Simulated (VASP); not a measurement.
Here is a VASP 6.6.1 calculation.

File INCAR:

```
PREC = Accurate ; ENCUT = 520
EDIFF = 1E-6 ; ISMEAR = -1
SIGMA = 0.02 ; LREAL = False
LASPH = True ; NELM = 80
ALGO = Normal ; ISIF = 2
LWAVE = False ; LCHARG = False
GGA = PE ; NBANDS = 11
```

File KPOINTS:

```
Automatic mesh
0
Gamma
  10 10 10
```

Contents of POSCAR:

```
MgO
1.0
    0.0000000000      2.1021674155      2.0811457413
    2.1021674155      0.0000000000      2.0811457413
    2.1021674155      2.1021674155      0.0000000000
Mg O
1 1
Direct
    0.0000000000      0.0000000000      0.0000000000
    0.5000000000      0.5000000000      0.5000000000
```

Potentials or basis: VASP PAW PBE potentials, release 64 (Mg, O).

Launch:

```bash
$ cat potpaw_PBE.64/Mg/POTCAR potpaw_PBE.64/O/POTCAR > POTCAR
$ mpirun -np 1 vasp_std > vasp.out
```

Q: What does it give for the pressure?

A: 6.7 GPa.

Q: What does it give for the band gap on the k mesh?

A: 4.87 eV.

Stress tensor (GPa, compression positive):
```
5.90 0.00 0.00
0.00 5.90 0.00
0.00 0.00 8.27
```

Caveat: the cell differs from its parent crystal (uniaxial z strain -1.0%); the cell stands under pressure.
